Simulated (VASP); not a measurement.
# CsPbCl3 (Pm-3m) in VASP: notebook

The runs below take CsPbCl3 through single point, relaxation of cell and atoms, with PBE.

Everything below comes from runs of VASP 6.6.1. Logs are shortened: lines on timing, memory, paths and dates and some standing lists are left out, and cuts for length are marked.

**1. The cell of the first run**

Symmetry: Pm-3m, No. 221, cubic system. Conventional cell: a = 5.735 Å, b = 5.735 Å, c = 5.735 Å, α = 90.00°, β = 90.00°, γ = 90.00°. Cs (site symmetry m-3m) has 12 Cl at 4.06 Å and 8 Pb at 4.97 Å within 5.3 Å. Within 3.8 Å of Pb (site symmetry m-3m) lie 6 Cl at 2.87 Å. Cl (site symmetry 4/mmm) has 2 Pb at 2.87 Å within 3.8 Å.

**2. Single point, PBE**

INCAR

```
SYSTEM = CsPbCl3
  ALGO = Normal
  EDIFF = 1E-7
  ENCUT = 520
  GGA = PE
  ISIF = 2
  ISMEAR = 0
  LASPH = .True.
  LCHARG = .True.
  LELF = .True.
  LREAL = .False.
  LVHAR = .True.
  LWAVE = .False.
  NBANDS = 30
  NELM = 100
  PREC = Accurate
  SIGMA = 0.02
```

KPOINTS

```
k-points
0
Gamma
  6 6 6
  0 0 0
```

POSCAR

```
CsPbCl3
1.0
    5.7352733117      0.0000000000      0.0000000000
    0.0000000000      5.7352733117      0.0000000000
    0.0000000000      0.0000000000      5.7352733117
Cs Pb Cl
1 1 3
Direct
    0.0000000000      0.0000000000      0.0000000000
    0.5000000000      0.5000000000      0.5000000000
    0.5000000000      0.5000000000      0.0000000000
    0.0000000000      0.5000000000      0.5000000000
    0.5000000000      0.0000000000      0.5000000000
```

Potentials or basis: VASP PAW PBE potentials, release 64 (Cs_sv, Pb_d, Cl).

Command:

```
$ cat potpaw_PBE.64/Cs_sv/POTCAR potpaw_PBE.64/Pb_d/POTCAR potpaw_PBE.64/Cl/POTCAR > POTCAR
$ mpirun -np 1 vasp_std > vasp.out
```

OUTCAR:

```text
SYSTEM = CsPbCl3
   EDIFF = 1E-7
   ENCUT = 520
   GGA = PE
   ISIF = 2
   ISMEAR = 0
   LASPH = .True.
   LREAL = .False.
   NELM = 100
   PREC = Accurate

 ion  position               nearest neighbor table
   1  0.000  0.000  0.000-
   2  0.500  0.500  0.500-   3 2.87   4 2.87   5 2.87   3 2.87   5 2.87   4 2.87
   3  0.500  0.500  0.000-   2 2.87   2 2.87
   4  0.000  0.500  0.500-   2 2.87   2 2.87
   5  0.500  0.000  0.500-   2 2.87   2 2.87

  LATTYP: Found a simple cubic cell.
 ALAT       =     5.7352733117

  Lattice vectors:

 A1 = (   5.7352733117,   0.0000000000,   0.0000000000)
 A2 = (   0.0000000000,   5.7352733117,   0.0000000000)
 A3 = (   0.0000000000,   0.0000000000,   5.7352733117)

Analysis of symmetry for initial positions (statically):
=====================================================================
 Subroutine PRICEL returns:
 Original cell was already a primitive cell.

 Routine SETGRP: Setting up the symmetry group for a
 simple cubic supercell.

 Subroutine GETGRP returns: Found 48 space group operations
 (whereof 48 operations were pure point group operations)
 out of a pool of 48 trial point group operations.

The static configuration has the point symmetry O_h .

Analysis of symmetry for dynamics (positions and initial velocities):
=====================================================================
 Subroutine PRICEL returns:
 Original cell was already a primitive cell.

 Routine SETGRP: Setting up the symmetry group for a
 simple cubic supercell.

 Subroutine GETGRP returns: Found 48 space group operations
 (whereof 48 operations were pure point group operations)
 out of a pool of 48 trial point group operations.

The dynamic configuration has the point symmetry O_h .

 Subroutine INISYM returns: Found 48 space group operations
 (whereof 48 operations are pure point group operations),
 and found     1 'primitive' translations

----------------------------------------------------------------------------------------

                                     Primitive cell

  volume of cell :     188.6524

  direct lattice vectors                    reciprocal lattice vectors
     5.735273312  0.000000000  0.000000000     0.174359607  0.000000000  0.000000000
     0.000000000  5.735273312  0.000000000     0.000000000  0.174359607  0.000000000
     0.000000000  0.000000000  5.735273312     0.000000000  0.000000000  0.174359607

  length of vectors
     5.735273312  5.735273312  5.735273312     0.174359607  0.174359607  0.174359607

  position of ions in fractional coordinates (direct lattice)
     0.000000000  0.000000000  0.000000000
     0.500000000  0.500000000  0.500000000
     0.500000000  0.500000000  0.000000000
     0.000000000  0.500000000  0.500000000
     0.500000000  0.000000000  0.500000000

  ion indices of the primitive-cell ions
   primitive index   ion index
                 1           1
                 2           2
                 3           3
                 4           4
                 5           5

----------------------------------------------------------------------------------------

 KPOINTS: k-points

Automatic generation of k-mesh.
 Grid dimensions read from file:
 generate k-points for:    6    6    6

 Generating k-lattice:

  Cartesian coordinates                     Fractional coordinates (reciprocal lattice)
     0.029059934  0.000000000  0.000000000     0.166666667  0.000000000  0.000000000
     0.000000000  0.029059934  0.000000000     0.000000000  0.166666667  0.000000000
     0.000000000  0.000000000  0.029059934     0.000000000  0.000000000  0.166666667

  Length of vectors
     0.029059934  0.029059934  0.029059934

  Shift w.r.t. Gamma in fractional coordinates (k-lattice)
     0.000000000  0.000000000  0.000000000

 Subroutine IBZKPT returns following result:
 ===========================================

 Found     20 irreducible k-points:

 Following reciprocal coordinates:
            Coordinates               Weight
  0.000000  0.000000  0.000000      1.000000
  0.166667  0.000000  0.000000      6.000000
  0.333333  0.000000  0.000000      6.000000
  0.500000  0.000000  0.000000      3.000000
  0.166667  0.166667  0.000000     12.000000
  0.333333  0.166667  0.000000     24.000000
[... 12 lines left out ...]
  0.500000  0.500000  0.333333      6.000000
  0.500000  0.500000  0.500000      1.000000
   k-points           NKPTS =     20   k-points in BZ     NKDIM =     20   number of bands    NBANDS=     30
   number of dos      NEDOS =    301   number of ions     NIONS =      5
   total plane-waves  NPLWV = 110592
   dimension x,y,z NGX =    48 NGY =   48 NGZ =   48
   dimension x,y,z NGXF=    96 NGYF=   96 NGZF=   96
   ions per type =               1   1   3
   NGX,Y,Z   is equivalent  to a cutoff of  13.91, 13.91, 13.91 a.u.
   NGXF,Y,Z  is equivalent  to a cutoff of  27.83, 27.83, 27.83 a.u.
 SYSTEM =  CsPbCl3
   PREC   = accura    normal or accurate (medium, high low for compatibility)
   ISTART =      0    job   : 0-new  1-cont  2-samecut
   ICHARG =      2    charge: 1-file 2-atom 10-const
   ISPIN  =      1    spin polarized calculation?
   LNONCOLLINEAR =      F non collinear calculations
   LSORBIT =      F    spin-orbit coupling
   LASPH  =      T    aspherical Exc in radial PAW
   ENCUT  =  520.0 eV  38.22 Ry    6.18 a.u.  10.66 10.66 10.66*2*pi/ulx,y,z
   NELM   =    100;   NELMIN=  2; NELMDL= -5     # of ELM steps
   EDIFF  = 0.1E-06   stopping-criterion for ELM
   LREAL  =      F    real-space projection
   EDIFFG = 0.1E-05   stopping-criterion for IOM
   NSW    =      0    number of steps for IOM
   IBRION =     -1    ionic relax: 0-MD 1-quasi-New 2-CG
   NFREE  =      0    steps in history (QN), initial steepest desc. (CG)
   ISIF   =      2    stress and relaxation
   ISYM   =      2    0-nonsym 1-usesym 2-fastsym
   POTIM  = 0.5000    time-step for ionic-motion
   TEBEG  =    0.0;   TEEND  =   0.0 temperature during run
   PSTRESS=    0.0 pullay stress
   NELECT =      44.0000    total number of electrons
   NUPDOWN=      -1.0000    fix difference up-down
   EMIN   =  10.00;   EMAX   =-10.00  energy-range for DOS
   EFERMI =   0.00;   METHOD = LEGACY
   ISMEAR =     0;   SIGMA  =   0.02  broadening in eV -4-tet -1-fermi 0-gaus
   EFERMI_NEDOS =   21; number of points for ismear=-14 and -15
   IALGO  =     38    algorithm
   IMIX   =      4    mixing-type and parameters
     AMIX     =   0.40;   BMIX     =  1.00
     AMIX_MAG =   1.60;   BMIX_MAG =  1.00
  volume/ion in A,a.u.               =      37.73       254.62
  Fermi-wavevector in a.u.,A,eV,Ry     =   1.007716  1.904308 13.816609  1.015492
  Thomas-Fermi vector in A             =   2.140538
   LORBIT       =      0    0 simple, 1 ext, 2 COOP (PROOUT), +10 PAW based schemes
   GGA     = PE    functional components
   LHFCALC =     F    Hartree Fock is set to
   AEXX    =    0.0000 exact exchange contribution
   IVDW    =     0    specifies the selected vdW correction
   LEPSILON=     F    determine dielectric tensor
   LRPA    =     F    only Hartree local field effects (RPA)
 non-spin polarized calculation
 Gauss-broadening in eV      SIGMA  =   0.02
  energy-cutoff  :      520.00
  volume of cell :      188.65
 maximum number of plane-waves:      5112
 NGX is ok and might be reduce to    48
   NGX = 21   NGY = 21   NGZ = 21

 number of electron      44.0000012 magnetization

 Free energy of the ion-electron system (eV)
  ---------------------------------------------------
  ext. energy  EPLUGINS =         0.00000000
  ---------------------------------------------------
  free energy    TOTEN  =       -17.56538434 eV

  energy without entropy =      -17.56538434  energy(sigma->0) =      -17.56538434

 E-fermi :   1.0443     XC(G=0):  -7.5291

 val. band max:        0.9575317948   @ k =   0.5000   0.5000   0.5000
 cond. band min:       3.1743711191   @ k =   0.5000   0.5000   0.5000
 fundamental gap:      2.2168393243
 Fermi energy:         1.0443183994

 k-point     1 :       0.0000    0.0000    0.0000
  band No.  band energies     occupation
      1     -20.0751      2.00000
      2     -15.5486      2.00000
      3     -15.5486      2.00000
      4     -15.3902      2.00000
      5     -15.3902      2.00000
      6     -15.3902      2.00000
[... 22 lines left out ...]
     29       7.0113      0.00000
     30       7.0113      0.00000

 k-point     2 :       0.1667    0.0000    0.0000
  band No.  band energies     occupation
      1     -20.0748      2.00000
      2     -15.5486      2.00000
      3     -15.5312      2.00000
      4     -15.3905      2.00000
      5     -15.3905      2.00000
      6     -15.3903      2.00000
[... 22 lines left out ...]
     29       6.6798      0.00000
     30       7.1825      0.00000

 k-point     3 :       0.3333    0.0000    0.0000
  band No.  band energies     occupation
      1     -20.0741      2.00000
      2     -15.5485      2.00000
      3     -15.4957      2.00000
      4     -15.3910      2.00000
      5     -15.3910      2.00000
      6     -15.3903      2.00000
[... 22 lines left out ...]
     29       6.9040      0.00000
     30       7.6551      0.00000

 k-point     4 :       0.5000    0.0000    0.0000
  band No.  band energies     occupation
      1     -20.0737      2.00000
      2     -15.5485      2.00000
      3     -15.4775      2.00000
      4     -15.3912      2.00000
      5     -15.3912      2.00000
      6     -15.3902      2.00000
[... 484 lines left out ...]
     29       7.1185      0.00000
     30       7.5086      0.00000

 k-point    19 :       0.5000    0.5000    0.3333
  band No.  band energies     occupation
      1     -20.0717      2.00000
      2     -15.4551      2.00000
      3     -15.4342      2.00000
      4     -15.3922      2.00000
      5     -15.3920      2.00000
      6     -15.3920      2.00000
[... 22 lines left out ...]
     29       6.9644      0.00000
     30       7.6875      0.00000

 k-point    20 :       0.5000    0.5000    0.5000
  band No.  band energies     occupation
      1     -20.0714      2.00000
      2     -15.4342      2.00000
      3     -15.4342      2.00000
      4     -15.3922      2.00000
      5     -15.3922      2.00000
      6     -15.3922      2.00000
[... 22 lines left out ...]
     29       6.8611      0.00000
     30       8.0006      0.00000

------------------------ aborting loop because EDIFF is reached ----------------------------------------

  FORCE on cell =-STRESS in cart. coord.  units (eV):
  Direction    XX          YY          ZZ          XY          YZ          ZX
  --------------------------------------------------------------------------------------
  -------------------------------------------------------------------------------------
  Total       -0.0474789     -0.0474789     -0.0474789      0.0000000      0.0000000      0.0000000
  in kB       -0.4032260     -0.4032260     -0.4032260      0.0000000      0.0000000      0.0000000
  external PRESSURE =      -0.4032260 kB  Pullay stress =       0.0000000 kB

 VOLUME and BASIS-vectors are now :
 -----------------------------------------------------------------------------
  energy-cutoff  :      520.00
  volume of cell :      188.65
      direct lattice vectors                 reciprocal lattice vectors
     5.735273312  0.000000000  0.000000000     0.174359607  0.000000000  0.000000000
     0.000000000  5.735273312  0.000000000     0.000000000  0.174359607  0.000000000
     0.000000000  0.000000000  5.735273312     0.000000000  0.000000000  0.174359607

 POSITION                                       TOTAL-FORCE (eV/Angst)
 -----------------------------------------------------------------------------------
      0.00000      0.00000      0.00000         0.000000      0.000000      0.000000
      2.86764      2.86764      2.86764         0.000000      0.000000      0.000000
      2.86764      2.86764      0.00000         0.000000      0.000000      0.000000
      0.00000      2.86764      2.86764         0.000000      0.000000      0.000000
      2.86764      0.00000      2.86764         0.000000      0.000000      0.000000
 -----------------------------------------------------------------------------------
    total drift:                                0.000000     -0.000000     -0.000000

  FREE ENERGIE OF THE ION-ELECTRON SYSTEM (eV)
  ---------------------------------------------------
  free  energy   TOTEN  =       -17.5653843440 eV

  energy  without entropy=      -17.5653843440  energy(sigma->0) =      -17.56538434
```

Run time: 74 s. Hardware: 1 thread of AMD EPYC 9R45 (Zen 5), shared host; peak memory 0.35 GiB.

Results:

| Property | Result |
| --- | --- |
| Free energy | -17.5654 eV |
| Pressure | 0.0 GPa |
| Band gap on the k mesh | 2.22 eV, direct |

Caveat: spin-orbit coupling is left out, which moves the levels of the heavy elements.

**3. Relaxation of cell and atoms, PBE**

This run uses another cell than the first one, of 35.22 Å³/atom, 0.933 times its volume.

INCAR

```
ALGO = Normal ; EDIFF = 1E-6
EDIFFG = -0.005 ; ENCUT = 600
GGA = PE ; IBRION = 2
ISIF = 3 ; ISMEAR = 0
LASPH = T ; LCHARG = F
LREAL = F ; LWAVE = F
NELM = 100 ; NSW = 100
PREC = Accurate ; SIGMA = 0.02
```

KPOINTS

```
k-points
0
Gamma
  6 6 6
```

POSCAR: that of step 2 with these lines changed.

```diff
@@ -2,5 +2,5 @@
 1.0
-    5.7352733117      0.0000000000      0.0000000000
-    0.0000000000      5.7352733117      0.0000000000
-    0.0000000000      0.0000000000      5.7352733117
+    5.6050000000      0.0000000000      0.0000000000
+    0.0000000000      5.6050000000      0.0000000000
+    0.0000000000      0.0000000000      5.6050000000
 Cs Pb Cl
```

Potentials or basis: VASP PAW PBE potentials, release 64 (Cs_sv, Pb_d, Cl).

Command:

```
$ cat potpaw_PBE.64/Cs_sv/POTCAR potpaw_PBE.64/Pb_d/POTCAR potpaw_PBE.64/Cl/POTCAR > POTCAR
$ mpirun -np 1 vasp_std > vasp.out
```

It took 2.4 min on 1 thread of AMD EPYC 9R45 (Zen 5), shared host; peak memory 0.38 GiB.

The run converged. Its results:

- Free energy: -17.5649 eV
- Relaxed volume: 37.73 Å³/atom
- Relaxed cell: a = 5.735 Å, b = 5.735 Å, c = 5.735 Å, α = 90.00°, β = 90.00°, γ = 90.00°
- Space group after relaxing (to 0.05 Å): Pm-3m (No. 221)
- Energy gained by relaxing: 12.9 meV/atom
- Ionic steps: 3
- Pressure after relaxing: 0.0 GPa
- Band gap on the k mesh: 2.22 eV, direct

Step by step:
```tsv
step	energy change (eV)	largest force (eV/Å)	pressure (GPa)	volume (Å³)
1	0.0000	0.0000	1.76	176.09
2	-0.0621	0.0000	0.29	186.14
3	-0.0643	0.0000	-0.02	188.63
```

Final structure:
```
Cs Pb Cl
1.0
     5.73506    0.00000    0.00000
     0.00000    5.73506    0.00000
     0.00000    0.00000    5.73506
Cs Pb Cl
1 1 3
Direct
  0.00000 0.00000 0.00000
  0.50000 0.50000 0.50000
  0.50000 0.50000 0.00000
  0.00000 0.50000 0.50000
  0.50000 0.00000 0.50000
```

Levels at points of the mesh, in eV from the valence-band top:
```
           k point  band 19  band 20  band 21  band 22  band 23  band 24  band 25  band 26
(0.00, 0.00, 0.00)    -2.12    -2.04    -2.04    -2.04     3.67     4.75     4.75     5.64
(0.50, 0.00, 0.00)    -2.22    -2.13    -2.13    -1.44     3.15     4.99     5.40     5.40
(0.50, 0.50, 0.00)    -2.28    -2.28    -1.75    -0.70     2.72     2.72     5.04     5.71
(0.50, 0.50, 0.50)    -1.75    -1.75    -1.75     0.00     2.22     2.22     2.22     5.44
```

Caveat: spin-orbit coupling is left out, which moves the levels of the heavy elements. A k mesh can miss the band edges.

**4. Single point, PBE**

This run uses another cell than the first one, of 35.22 Å³/atom, 0.933 times its volume.

INCAR

```
SYSTEM = CsPbCl3
PREC = Accurate ; ENCUT = 520
EDIFF = 1E-7 ; ISMEAR = 0
SIGMA = 0.1 ; LREAL = .False.
LASPH = .True. ; NELM = 100
ALGO = Normal ; ISIF = 2
LWAVE = .False. ; LCHARG = .False.
GGA = PE ; NBANDS = 30
```

KPOINTS

```
Automatic mesh
0
Gamma
  4 4 4
  0 0 0
```

POSCAR is that of step 3.

Command:

```
$ cat potpaw_PBE.64/Cs_sv/POTCAR potpaw_PBE.64/Pb_d/POTCAR potpaw_PBE.64/Cl/POTCAR > POTCAR
$ mpirun -np 1 vasp_std > vasp.out
```

It took 28 s on 1 thread of AMD EPYC 9R45 (Zen 5), shared host; peak memory 0.24 GiB.

The run converged. Its results:

- Free energy: -17.4784 eV
- Pressure: 1.8 GPa
- Band gap on the k mesh: 1.94 eV, direct

Levels at points of the mesh, in eV from the valence-band top:
```
           k point  band 20  band 21  band 22  band 23  band 24  band 25
(0.00, 0.00, 0.00)    -2.54    -2.54    -2.54     3.34     4.28     4.28
(0.50, 0.00, 0.00)    -2.65    -2.65    -1.69     3.03     4.68     5.19
(0.50, 0.50, 0.00)    -2.76    -2.23    -0.82     2.52     2.52     4.94
(0.50, 0.50, 0.50)    -2.22    -2.22     0.00     1.94     1.94     1.94
```

Caveat: spin-orbit coupling is left out, which moves the levels of the heavy elements.

**5. The runs side by side**

```csv
task,cell,k mesh,cutoff (eV),smearing,gap on the mesh (eV),pressure (GPa)
single point,"a = 5.735 Å, 5 atoms",6 × 6 × 6,520,gaussian 0.02 eV,2.22,0.0
relaxation of cell and atoms,"relaxed from a = 5.605 Å, 5 atoms",6 × 6 × 6,600,gaussian 0.02 eV,2.22,0.0
single point,"a = 5.605 Å, 5 atoms",4 × 4 × 4,520,gaussian 0.1 eV,1.94,1.8
```

Alike in all rows: level PBE; potentials or basis VASP PAW PBE potentials, release 64 (Cs_sv, Pb_d, Cl); no spin polarisation.

Caveats: spin-orbit coupling is left out, which moves the levels of the heavy elements.

Total energies depend on the potentials used, so only differences within one code and one set of settings carry meaning.
